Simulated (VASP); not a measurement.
Wanted: the native input for a VASP 6.6.1 run.

```yaml
Task: single point
Functional: PBE
Dispersion: D3(BJ)
Potentials_or_basis: VASP PAW PBE potentials, release 64 (Al)
Cutoff: 520 eV
k_mesh: 18 × 18 × 4
Occupations: gaussian, width 0.15 eV
Spin: no spin polarisation
Dipole_correction: no
Further_INCAR_settings: ALGO = Fast; EDIFF = 1e-06; NBANDS = 14
```

The structure of Al lies in POSCAR:

```
Al
1.0
    2.8144222650      0.0000000000      0.0000000000
   -1.4072111325      2.4373611785      0.0000000000
    0.0000000000      0.0000000000      9.2410470710
Al
4
Direct
    0.0000000000      0.0000000000      0.0000000000
    0.2758941646      0.5517883292      0.1894008065
    0.0000000000      0.0000000000      0.5000000000
    0.6666666667      0.3333333333      0.7500000000
```

This cell differs from its parent crystal: atom 2 (Al) moved by -0.280 Å along [1 2 0] and -0.560 Å along [0 0 1].

One way to write it, as run:

INCAR

```
  ALGO = Fast
  EDIFF = 1E-6
  ENCUT = 520
  GGA = PE
  ISIF = 2
  ISMEAR = 0
  IVDW = 12
  LASPH = T
  LCHARG = T
  LELF = T
  LREAL = F
  LVHAR = T
  LWAVE = F
  NBANDS = 14
  NELM = 100
  PREC = Accurate
  SIGMA = 0.15
```

KPOINTS

```
k-points
0
Gamma
  18 18 4
```

Potentials or basis: VASP PAW PBE potentials, release 64 (Al).

The run is started by

```bash
$ cat potpaw_PBE.64/Al/POTCAR > POTCAR
$ mpirun -np 1 vasp_std > vasp.out
```

It gave:

```json
{
  "Pressure": "8.6 GPa",
  "Largest force": "5.153 eV/Å",
  "Band gap on the k mesh": "zero (bands 6 and 7 overlap by 4.90 eV)",
  "Dispersion energy per atom": "-0.352 eV"
}
```

Caveat: the cell differs from its parent crystal (atom 2 (Al) moved by -0.280 Å along [1 2 0] and -0.560 Å along [0 0 1]); the stress differs along the axes, from 3 to 15 GPa; forces of over 1 eV/Å act on the atoms, so gaps and moduli don't describe the material at rest.

Wall time 4 min on 1 thread of Intel(R) Xeon(R) Platinum 8259CL CPU @ 2.50GHz (Skylake/Cascade Lake) (shared host), peak memory 0.37 GiB.
